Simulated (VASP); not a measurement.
Runs of VASP 6.6.1 on CsSnI3. The structure is that of space group Pm-3m (No. 221), or close to it. The cells are those of the table. 

| cell | gap on the mesh (eV) | pressure (GPa) |
| --- | --- | --- |
| a = 6.113 Å, 5 atoms | 0.10 | (b) |
| a = 6.020 Å, 5 atoms | none | 2.7 |
| a = 6.392 Å, 5 atoms | (a) | -0.7 |
| a = 6.020, b = 6.020, c = 6.113 Å, 5 atoms | 0.12 | 2.3 |
| a = 6.113, b = 6.113, c = 6.020 Å, 5 atoms | none | (c) |

Alike in all rows: task single point; level PBE; potentials or basis VASP PAW PBE potentials, release 64 (Cs_sv, Sn_d, I); no spin polarisation; k mesh 6 × 6 × 6; cutoff (eV) 520; smearing gaussian 0.03 eV.

**Question.** Estimate the missing entries.

**Answer.** (a) 0.67; (b) 1.6; (c) 1.9.

Caveats: spin-orbit coupling is left out, which moves the levels of the heavy elements.

A k mesh can miss the band edges, and the runs leave out spin-orbit coupling on Cs, I, Sn.

A gap of «none» marks levels without a gap at the run's occupations.
